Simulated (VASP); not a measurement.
PbF2:

```
Pb F
1.0
     0.06171    2.94581    2.94581
     2.94581    0.06171    2.94581
     3.00752    3.00752    0.00000
Pb F
1 2
Direct
  0.00000 0.00000 0.00000
  0.24514 0.24514 0.25486
  0.75486 0.75486 0.74514
```

This cell differs from its parent crystal: shear xy strain +4.2%.

Base run:

| Quantity | Value |
| --- | --- |
| Program | VASP 6.6.1 |
| Functional | PBE |
| Potentials or basis | VASP PAW PBE potentials, release 64 (Pb_d, F) |
| Cutoff | 600 eV |
| k mesh | 8 × 8 × 8 |
| Occupations | fermi-dirac, width 0.02 eV |
| Spin | no spin polarisation |

Its results: band gap on the k mesh 4.40 eV (least direct gap 4.55 eV); pressure 4.0 GPa.

Problem. The run is repeated on the same cell with these changes: functional from PBE to r2SCAN; cutoff from 600 eV to 660 eV; occupations from fermi-dirac, width 0.02 eV to gaussian, width 0.01 eV. What comes out?

Solution. Band gap on the k mesh 4.92 eV (least direct gap 5.06 eV); pressure 1.1 GPa.

Caveats: spin-orbit coupling is left out, which moves the levels of the heavy elements; the cell stands under pressure (at least some runs); the PAW data sets were made with another functional, which shifts forces and pressure a little (at least some runs).

A k mesh can miss the band edges.
